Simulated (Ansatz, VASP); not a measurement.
## One calculation of ZnS, two programs

```
CELL_PARAMETERS angstrom
3.82448 0.00000 0.00000
-1.91224 3.31210 0.00000
0.00000 0.00000 6.22763
ATOMIC_POSITIONS crystal
Zn 0.33333 0.66667 0.99969
Zn 0.66667 0.33333 0.49969
S 0.33333 0.66667 0.37531
S 0.66667 0.33333 0.87531
```

Change from the starting cell: epitaxial_xy strain +0.5%.

Alike in both runs: task single point; functional PBE; k mesh 12 × 12 × 4; occupations fermi-dirac, width 0.02 eV; no spin polarisation.

|  | VASP | Ansatz |
| --- | --- | --- |
| version | VASP 6.6.1 | Ansatz 0.2.0 |
| potentials or method | VASP PAW PBE potentials, release 64 (Zn, S) | plane waves, PAW |
| plane-wave cutoff (eV) | 520 | 420 |
| valence electrons in the cell | 36 | 36 |

|  | VASP | Ansatz | Ansatz less VASP |
| --- | --- | --- | --- |
| gap on the k mesh at the Fermi level (eV) | 2.21 | 2.20 | -0.005 |
| pressure (GPa) | 1.9 | 1.7 | -0.16 |
| traceless stress, the component that is largest in VASP (GPa) | 0.51 | 0.50 | -0.003 |
